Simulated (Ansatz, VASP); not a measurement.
**BeSe5: VASP beside Ansatz**

File INCAR:

```
SYSTEM = BeSe5
PREC = Accurate
ENCUT = 520
EDIFF = 1E-7
ISMEAR = 0
SIGMA = 0.1
LREAL = .False.
LASPH = .True.
NELM = 100
ALGO = Normal
ISIF = 2
LWAVE = .False.
LCHARG = .False.
GGA = PE
NBANDS = 25
```

File KPOINTS:

```
regular mesh
0
Gamma
  6 6 2
  0 0 0
```

File POSCAR:

```
BeSe5
1.0
    3.3383090300      0.0000000000      0.0000000000
    0.0000000000      3.3383090300      0.0000000000
    0.0000000000      0.0000000000     14.1409695500
Be Se
1 5
Direct
    0.5000000000      0.5000000000      0.0000000000
    0.5000000000      0.5000000000      0.3344822800
    0.5000000000      0.5000000000      0.6655177200
    0.0000000000      0.0000000000      0.1759868000
    0.0000000000      0.0000000000      0.8240132000
    0.0000000000      0.0000000000      0.5000000000
```

Input for Ansatz:

```yaml
crystal:
  lattice:
    - [3.33830903, 0.0, 0.0]
    - [0.0, 3.33830903, 0.0]
    - [0.0, 0.0, 14.14096955]
  atoms:
    - { symbol: Be, position: [0.5, 0.5, 0.0] }
    - { symbol: Se, position: [0.5, 0.5, 0.33448228] }
    - { symbol: Se, position: [0.5, 0.5, 0.66551772] }
    - { symbol: Se, position: [0.0, 0.0, 0.1759868] }
    - { symbol: Se, position: [0.0, 0.0, 0.8240132] }
    - { symbol: Se, position: [0.0, 0.0, 0.5] }
basis:
  ecutwfc: 420
kpoints:
  mp_grid: { grid: [6, 6, 2] }
hamiltonian:
  xc: pbe
scf:
  occupations: { method: gaussian, width: 0.1 }
  lower_state_search: "off"
output:
  forces: true
  stress: true
  eigenvalues: true
```

Change from the starting cell: species swapped into the Hf5Pb type (P4/mmm, No. 123).

Alike in both runs: task single point; functional PBE; k mesh 6 × 6 × 2; occupations gaussian, width 0.1 eV; no spin polarisation.

|  | VASP | Ansatz |
| --- | --- | --- |
| version | VASP 6.6.1 | Ansatz 0.2.0 |
| potentials or method | VASP PAW PBE potentials, release 64 (Be, Se), cutoff 520 eV | scalar-relativistic, plane waves, PAW |
| valence electrons in the cell | 32 | 82 |

VASP gave:

- gap on the k mesh at the Fermi level (eV): none
- pressure (GPa): -10.1
- traceless stress, the component that is largest in VASP (GPa): -1.79
- rms of the force components (eV/Å): 0.097

Task: Which values does Ansatz return?

Result: gap on the k mesh at the Fermi level (eV): none; pressure (GPa): -10.1; traceless stress, the component that is largest in VASP (GPa): -1.79; rms of the force components (eV/Å): 0.096.

Atom by atom the forces differ by 0.000 eV/Å (rms over components). A gap of «none» marks a metal or a gap that the smearing closes. VASP's potentials hold 32 valence electrons a cell and Ansatz's 82, so a difference there can come from the potentials and not from the codes.
